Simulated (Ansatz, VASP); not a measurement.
## One calculation of SiO2, two programs

Contents of INCAR:

```
SYSTEM = SiO2
PREC     = Accurate       ! precision mode
ENCUT    = 520            ! plane-wave cutoff, eV
EDIFF    = 1E-8           ! SCF threshold, eV
ISMEAR   = -1             ! smearing method
SIGMA    = 0.02           ! smearing width, eV
LREAL    = .False.        ! projectors in reciprocal space
LASPH    = .True.         ! aspherical terms in the spheres
NELM     = 100            ! most SCF steps
ALGO     = Normal         ! electronic algorithm
ISIF     = 2              ! what is computed and relaxed
LWAVE    = .False.        ! write WAVECAR
LCHARG   = .False.        ! write CHGCAR
GGA      = PE             ! functional
LEFG     = .True.       
ISYM     = 0            
NBANDS   = 44             ! bands
```

File KPOINTS:

```
regular mesh
0
Gamma
  5 5 4
  0 0 0
```

Contents of POSCAR:

```
SiO2
1.0
    4.9080000000      0.0000000000      0.0000000000
    0.0000000000      4.9080000000      0.0000000000
    0.0000000000      0.0000000000      6.7840000000
Si O
4 8
Direct
    0.3083000000      0.3083000000      0.0000000000
    0.1917000000      0.8083000000      0.2500000000
    0.6917000000      0.6917000000      0.5000000000
    0.8083000000      0.1917000000      0.7500000000
    0.2387000000      0.1161000000      0.1865000000
    0.3839000000      0.7387000000      0.4365000000
    0.7613000000      0.8839000000      0.6865000000
    0.6161000000      0.2613000000      0.9365000000
    0.7387000000      0.3839000000      0.5635000000
    0.8839000000      0.7613000000      0.3135000000
    0.2613000000      0.6161000000      0.0635000000
    0.1161000000      0.2387000000      0.8135000000
```

Input for Ansatz:

```yaml
crystal:
  lattice:
    - [4.908, 0.0, 0.0]
    - [0.0, 4.908, 0.0]
    - [0.0, 0.0, 6.784]
  atoms:
    - { symbol: Si, position: [0.3083, 0.3083, 0.0] }
    - { symbol: Si, position: [0.1917, 0.8083, 0.25] }
    - { symbol: Si, position: [0.6917, 0.6917, 0.5] }
    - { symbol: Si, position: [0.8083, 0.1917, 0.75] }
    - { symbol: O, position: [0.2387, 0.1161, 0.1865] }
    - { symbol: O, position: [0.3839, 0.7387, 0.4365] }
    - { symbol: O, position: [0.7613, 0.8839, 0.6865] }
    - { symbol: O, position: [0.6161, 0.2613, 0.9365] }
    - { symbol: O, position: [0.7387, 0.3839, 0.5635] }
    - { symbol: O, position: [0.8839, 0.7613, 0.3135] }
    - { symbol: O, position: [0.2613, 0.6161, 0.0635] }
    - { symbol: O, position: [0.1161, 0.2387, 0.8135] }
  symmetry: { detect: false }
kpoints:
  mp_grid: { grid: [5, 5, 4] }
scf:
  occupations: { method: fermi_dirac, width: 0.02 }
hamiltonian:
  xc: pbe
  pseudopotentials: { kind: paw }
output:
  forces: true
  stress: true
  populations: true
  efg: { quadrupole_moments_barn: { O: -0.02558 }, contact_densities: true }
```

Alike in both runs: task electric field gradients; functional PBE; k mesh 5 × 5 × 4; occupations fermi-dirac, width 0.02 eV; no spin polarisation.

|  | VASP | Ansatz |
| --- | --- | --- |
| version | VASP 6.6.1 | Ansatz 0.2.0 |
| potentials or method | VASP PAW PBE potentials, release 64 (Si, O) | plane-wave PAW, scalar-relativistic |
| plane-wave cutoff (eV) | 520 | 420 |
| valence electrons in the cell | 64 | 64 |

Ansatz gave:

| Property | Result |
| --- | --- |
| gap on the k mesh at the Fermi level (eV) | 5.88 |
| pressure (GPa) | 9.5 |
| traceless stress, the component that is largest in VASP (GPa) | -2.29 |
| rms of the force components (eV/Å) | 0.495 |
| size of Vzz on the site where it differs most (V/Å²) | 87.6 |

Question: What did VASP give for the same quantities?

Answer: gap on the k mesh at the Fermi level (eV): 5.88; pressure (GPa): 9.7; traceless stress, the component that is largest in VASP (GPa): -2.37; rms of the force components (eV/Å): 0.497; size of Vzz on the site where it differs most (V/Å²): 83.2.

Atom by atom the forces differ by 0.009 eV/Å (rms over components).
